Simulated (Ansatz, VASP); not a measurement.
# One calculation of CdSe, two programs

```xyz
2
Lattice="0.0614 3.1010 3.1010 3.1010 0.0614 3.1010 3.1010 3.1010 0.0614" Properties=species:S:1:pos:R:3 pbc="T T T"
Cd    0.0000    0.0000    0.0000
Se    1.5658    1.5658    1.5658
```

Change from the starting cell: equal xy, yz and zx shear strains of +2 %, crystal datasets.

Alike in both runs: task electric field gradients; functional PBE; k mesh 8 × 8 × 8; occupations fermi-dirac, width 0.03 eV; no spin polarisation.

|  | VASP | Ansatz |
| --- | --- | --- |
| version | VASP 6.6.1 | Ansatz 0.2.0 |
| potentials or method | VASP PAW PBE potentials, release 64 (Cd, Se), cutoff 520 eV | all-electron PAW with datasets made for the crystal, scalar-relativistic |

```tsv
	VASP	Ansatz	Ansatz less VASP
pressure (GPa)	1.7	1.4	-0.27
traceless stress, the component that is largest in VASP (GPa)	-0.82	-0.80	+0.019
rms of the force components (eV/Å)	0.109	0.105	-0.0043
size of Vzz on the site where it differs most (V/Å²)	20.9	19.3	-1.61
```

Atom by atom the forces differ by 0.004 eV/Å (rms over components). Ansatz ran all-electron here, and VASP with PAW potentials.
